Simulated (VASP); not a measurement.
# Si6Mo19 in VASP: single point with PBEsol

Aim: the single point of Si6Mo19 with PBEsol.

Program: VASP 6.6.1. These are calculated values, not measurements. Logs are shortened: lines on timing, memory, paths and dates and some standing lists are left out, and cuts for length are marked.

## Step 1: The cell of the first run

The cell holds a slab with vacuum, 25 atoms: a = 4.862 Å, b = 4.862 Å, c = 29.585 Å, α = 90.00°, β = 90.00°, γ = 90.00°.

## Step 2: Single point, PBEsol

Input file INCAR:

```
PREC = Accurate
ENCUT = 520
EDIFF = 1E-7
ISMEAR = 0
SIGMA = 0.1
LREAL = Auto
LASPH = True
NELM = 80
ALGO = Fast
ISIF = 2
LWAVE = False
LCHARG = True
LDIPOL = True
IDIPOL = 3
DIPOL = 0.5 0.5 0.500
GGA = PS
LELF = True
LVHAR = True
LVACPOTAV = True
NBANDS = 163
```

Input file KPOINTS:

```
Automatic mesh
0
Gamma
  7 7 1
```

Input file POSCAR:

```
Si6Mo19
1.0
    4.8615851673      0.0000000000      0.0000000000
    0.0000000000      4.8615851673      0.0000000000
    0.0000000000      0.0000000000     29.5847555020
Mo Si
19 6
Direct
    0.0000000000      0.5000000000      0.2535089397
    0.2500000000      0.0000000000      0.2945907831
    0.7500000000      0.0000000000      0.2945907831
    0.0000000000      0.5000000000      0.3356726265
    0.5000000000      0.2500000000      0.3767544699
    0.5000000000      0.7500000000      0.3767544699
    0.0000000000      0.5000000000      0.4178363132
    0.2500000000      0.0000000000      0.4589181566
    0.7500000000      0.0000000000      0.4589181566
    0.0000000000      0.5000000000      0.5000000000
    0.5000000000      0.2500000000      0.5410818434
    0.5000000000      0.7500000000      0.5410818434
    0.0000000000      0.5000000000      0.5821636868
    0.2500000000      0.0000000000      0.6232455301
    0.7500000000      0.0000000000      0.6232455301
    0.0000000000      0.5000000000      0.6643273735
    0.5000000000      0.2500000000      0.7054092169
    0.5000000000      0.7500000000      0.7054092169
    0.0000000000      0.5000000000      0.7464910603
    0.5000000000      0.5000000000      0.2945907831
    0.0000000000      0.0000000000      0.3767544699
    0.5000000000      0.5000000000      0.4589181566
    0.0000000000      0.0000000000      0.5410818434
    0.5000000000      0.5000000000      0.6232455301
    0.0000000000      0.0000000000      0.7054092169
```

Potentials or basis: VASP PAW PBE potentials, release 64 (Mo_sv, Si).

Run with:

```
$ cat potpaw_PBE.64/Mo_sv/POTCAR potpaw_PBE.64/Si/POTCAR > POTCAR
$ mpirun -np 1 vasp_std > vasp.out
```

OUTCAR:

```text
PREC = Accurate
   ENCUT = 520
   EDIFF = 1E-7
   ISMEAR = 0
   LREAL = Auto
   LASPH = True
   NELM = 80
   ISIF = 2
   GGA = PS

 ion  position               nearest neighbor table
   1  0.000  0.500  0.254-   4 2.43  20 2.72  20 2.72   3 2.98   2 2.98   3 2.98   2 2.98
   2  0.250  0.000  0.295-   3 2.43   3 2.43  20 2.72  20 2.72  21 2.72   1 2.98   4 2.98   1 2.98
                             4 2.98   5 2.98   6 2.98
   3  0.750  0.000  0.295-   2 2.43   2 2.43  20 2.72  20 2.72  21 2.72   1 2.98   4 2.98   1 2.98
                             4 2.98   5 2.98   6 2.98
   4  0.000  0.500  0.336-   7 2.43   1 2.43  20 2.72  21 2.72  21 2.72  20 2.72   3 2.98   5 2.98
                             2 2.98   3 2.98   6 2.98   5 2.98   6 2.98   2 2.98
   5  0.500  0.250  0.377-   6 2.43   6 2.43  22 2.72  21 2.72  21 2.72  20 2.72   9 2.98   8 2.98
                             7 2.98   7 2.98   4 2.98   4 2.98   2 2.98   3 2.98
   6  0.500  0.750  0.377-   5 2.43   5 2.43  22 2.72  21 2.72  21 2.72  20 2.72   9 2.98   8 2.98
                             7 2.98   7 2.98   4 2.98   4 2.98   2 2.98   3 2.98
   7  0.000  0.500  0.418-   4 2.43  10 2.43  21 2.72  21 2.72  22 2.72  22 2.72   6 2.98   5 2.98
                             6 2.98   5 2.98   9 2.98   8 2.98   8 2.98   9 2.98
   8  0.250  0.000  0.459-   9 2.43   9 2.43  21 2.72  22 2.72  22 2.72  23 2.72   5 2.98   6 2.98
                             7 2.98  10 2.98  10 2.98   7 2.98  12 2.98  11 2.98
   9  0.750  0.000  0.459-   8 2.43   8 2.43  21 2.72  22 2.72  22 2.72  23 2.72   5 2.98   6 2.98
                             7 2.98  10 2.98  10 2.98   7 2.98  12 2.98  11 2.98
  10  0.000  0.500  0.500-   7 2.43  13 2.43  22 2.72  23 2.72  23 2.72  22 2.72   9 2.98  11 2.98
                             8 2.98   9 2.98  12 2.98  11 2.98  12 2.98   8 2.98
  11  0.500  0.250  0.541-  12 2.43  12 2.43  24 2.72  23 2.72  23 2.72  22 2.72  15 2.98  14 2.98
                            13 2.98  10 2.98  13 2.98  10 2.98   8 2.98   9 2.98
  12  0.500  0.750  0.541-  11 2.43  11 2.43  24 2.72  23 2.72  23 2.72  22 2.72  15 2.98  14 2.98
                            13 2.98  10 2.98  13 2.98  10 2.98   8 2.98   9 2.98
  13  0.000  0.500  0.582-  16 2.43  10 2.43  24 2.72  24 2.72  23 2.72  23 2.72  14 2.98  15 2.98
                            15 2.98  14 2.98  12 2.98  11 2.98  12 2.98  11 2.98
  14  0.250  0.000  0.623-  15 2.43  15 2.43  23 2.72  24 2.72  24 2.72  25 2.72  11 2.98  12 2.98
                            13 2.98  13 2.98  16 2.98  16 2.98  18 2.98  17 2.98
  15  0.750  0.000  0.623-  14 2.43  14 2.43  23 2.72  24 2.72  24 2.72  25 2.72  11 2.98  12 2.98
                            13 2.98  13 2.98  16 2.98  16 2.98  18 2.98  17 2.98
  16  0.000  0.500  0.664-  13 2.43  19 2.43  24 2.72  25 2.72  25 2.72  24 2.72  15 2.98  17 2.98
                            14 2.98  15 2.98  18 2.98  17 2.98  18 2.98  14 2.98
  17  0.500  0.250  0.705-  18 2.43  18 2.43  25 2.72  25 2.72  24 2.72  16 2.98  16 2.98  19 2.98
                            19 2.98  15 2.98  14 2.98
  18  0.500  0.750  0.705-  17 2.43  17 2.43  25 2.72  25 2.72  24 2.72  16 2.98  16 2.98  19 2.98
                            19 2.98  15 2.98  14 2.98
  19  0.000  0.500  0.746-  16 2.43  25 2.72  25 2.72  17 2.98  18 2.98  17 2.98  18 2.98
  20  0.500  0.500  0.295-   2 2.72   3 2.72   2 2.72   3 2.72   1 2.72   4 2.72   1 2.72   4 2.72
                             5 2.72   6 2.72
  21  0.000  0.000  0.377-   8 2.72   9 2.72   7 2.72   7 2.72   5 2.72   6 2.72   5 2.72   6 2.72
                             4 2.72   4 2.72   2 2.72   3 2.72
  22  0.500  0.500  0.459-   5 2.72   6 2.72   8 2.72   9 2.72   8 2.72   9 2.72   7 2.72  10 2.72
[... 207 lines left out ...]
   LRPA    =     F    only Hartree local field effects (RPA)
 non-spin polarized calculation
 RMM-DIIS sequential band-by-band and
 Gauss-broadening in eV      SIGMA  =   0.10
  energy-cutoff  :      520.00
  volume of cell :      699.24
 maximum number of plane-waves:     18882
   NGX = 19   NGY = 19   NGZ =111

 number of electron     290.0000004 magnetization

 dipolmoment           0.000000      0.000000      0.000000 electrons x Angstroem

 Free energy of the ion-electron system (eV)
  ---------------------------------------------------
  ext. energy  EPLUGINS =         0.00000000
  ---------------------------------------------------
  free energy    TOTEN  =      -257.04771800 eV

  energy without entropy =     -256.96100945  energy(sigma->0) =     -257.00436373

 E-fermi :   4.6918     XC(G=0):  -7.6653

 val. band max:        4.6696538457   @ k =   0.4286   0.2857   0.0000
 cond. band min:       4.7000666011   @ k =   0.4286   0.0000   0.0000
 fundamental gap:      0.0304127554
 Fermi energy:         4.6918190329

 k-point     1 :       0.0000    0.0000    0.0000
  band No.  band energies     occupation
      1     -56.4713      2.00000
      2     -56.4581      2.00000
      3     -56.4074      2.00000
      4     -56.3604      2.00000
      5     -56.3316      2.00000
      6     -56.3126      2.00000
[... 1589 lines left out ...]
    156       5.2733      0.00000
    157       5.3690      0.00000
 [bands above 157 left out]

------------------------ aborting loop because EDIFF is reached ----------------------------------------

  FORCE on cell =-STRESS in cart. coord.  units (eV):
  Direction    XX          YY          ZZ          XY          YZ          ZX
  --------------------------------------------------------------------------------------
  -------------------------------------------------------------------------------------
  Total      -13.1160685    -13.1160685     -9.4118815      0.0000000      0.0000000      0.0000000
  in kB      -30.0531831    -30.0531831    -21.5656846      0.0000000      0.0000000      0.0000000
  external PRESSURE =     -27.2240169 kB  Pullay stress =       0.0000000 kB

 VOLUME and BASIS-vectors are now :
 -----------------------------------------------------------------------------
  energy-cutoff  :      520.00
  volume of cell :      699.24
      direct lattice vectors                 reciprocal lattice vectors
     4.861585167  0.000000000  0.000000000     0.205694226  0.000000000  0.000000000
     0.000000000  4.861585167  0.000000000     0.000000000  0.205694226  0.000000000
     0.000000000  0.000000000 29.584755502     0.000000000  0.000000000  0.033801192

 POSITION                                       TOTAL-FORCE (eV/Angst)
 -----------------------------------------------------------------------------------
      0.00000      2.43079      7.50000         0.000000      0.000000      2.340484
      1.21540      0.00000      8.71540        -0.041317      0.000000      0.171843
      3.64619      0.00000      8.71540         0.041317      0.000000      0.171843
      0.00000      2.43079      9.93079         0.000000      0.000000     -1.507470
      2.43079      1.21540     11.14619         0.000000     -0.059588     -0.227973
      2.43079      3.64619     11.14619         0.000000      0.059588     -0.227973
[... 17 lines left out ...]
      2.43079      2.43079     18.43857         0.000000      0.000000      0.310998
      0.00000      0.00000     20.86936         0.000000      0.000000      0.846065
 -----------------------------------------------------------------------------------
    total drift:                                0.000000      0.000000      0.000000

  FREE ENERGIE OF THE ION-ELECTRON SYSTEM (eV)
  ---------------------------------------------------
  free  energy   TOTEN  =      -257.0477180049 eV

  energy  without entropy=     -256.9610094496  energy(sigma->0) =     -257.00436373

 vacuum level on the upper side and lower side of the slab         8.705         8.705
```

Run time: 72 min. Hardware: 1 thread of Oxide Virtual Turin-like, shared host; peak memory 1.1 GiB.

What came out:

* Free energy: -257.0477 eV
* Largest force: 2.340 eV/Å
* Band gap on the k mesh: zero (bands 145 and 146 overlap by 1.50 eV)

Forces in eV/Å, atoms in the order of the input:
```
Mo   0.000  0.000  2.340
Mo  -0.041  0.000  0.172
Mo   0.041  0.000  0.172
Mo   0.000  0.000 -1.507
Mo   0.000 -0.060 -0.228
Mo   0.000  0.060 -0.228
Mo   0.000  0.000  0.306
Mo   0.010  0.000  0.017
Mo  -0.010  0.000  0.017
Mo   0.000  0.000  0.000
Mo   0.000 -0.010 -0.017
Mo   0.000  0.010 -0.017
Mo   0.000  0.000 -0.306
Mo   0.060  0.000  0.228
Mo  -0.060  0.000  0.228
Mo   0.000  0.000  1.507
Mo   0.000  0.041 -0.172
Mo   0.000 -0.041 -0.172
Mo   0.000  0.000 -2.340
Si   0.000  0.000 -0.846
Si   0.000  0.000 -0.311
Si   0.000  0.000 -0.034
Si   0.000  0.000  0.034
Si   0.000  0.000  0.311
Si   0.000  0.000  0.846
```

Levels at points of the mesh, in eV from the Fermi level:
```csv
k point,band 142,band 143,band 144,band 145,band 146,band 147,band 148,band 149
"(0.00, 0.00, 0.00)",0.38,0.85,0.85,1.04,1.04,1.08,1.14,1.15
```

Caveat: the PAW data sets were made with another functional, which shifts forces and pressure a little.

The gap in the log of VASP goes by the Fermi energy; the results here count the filled bands.